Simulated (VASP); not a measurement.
The system is BaTe.

```
Ba Te
1.0
     0.00000    3.41000    3.41000
     3.41000    0.00000    3.41000
     3.41000    3.41000    0.00000
Ba Te
1 1
Direct
  0.00000 0.00000 0.00000
  0.50000 0.50000 0.50000
```

```yaml
Program: VASP 6.6.1
Task: relaxation of cell and atoms
Functional: r2SCAN
Potentials_or_basis: VASP PAW PBE potentials, release 64 (Ba_sv, Te)
Cutoff: 600 eV
k_mesh: 8 × 8 × 8
Occupations: gaussian, width 0.02 eV
Spin: no spin polarisation
```

At the start: pressure 4.5 GPa; volume 39.65 Å³/atom.

Where does the relaxation end?

Over 5 steps the energy falls by 61.2 meV/atom and the volume is 44.48 Å³/atom (+12.2 %); space group Fm-3m (No. 225, to 0.05 Å).

Step by step:
| step | energy change (eV) | largest force (eV/Å) | pressure (GPa) | volume (Å³) |
| --- | --- | --- | --- | --- |
| 1 | 0.0000 | 0.0000 | 4.50 | 79.30 |
| 2 | -0.1080 | 0.0000 | -1.17 | 92.80 |
| 3 | -0.1225 | 0.0000 | 0.02 | 88.92 |
| 4 | -0.1224 | 0.0000 | -0.05 | 89.12 |
| 5 | -0.1225 | 0.0000 | 0.01 | 88.96 |

Final structure:
```
CELL_PARAMETERS angstrom
0.00000 3.54308 3.54308
3.54308 0.00000 3.54308
3.54308 3.54308 0.00000
ATOMIC_POSITIONS crystal
Ba 0.00000 0.00000 0.00000
Te 0.50000 0.50000 0.50000
```

Caveat: the PAW data sets were made with another functional, which shifts forces and pressure a little; the volume moved by +12 % from the deposited cell, more than functionals usually miss.
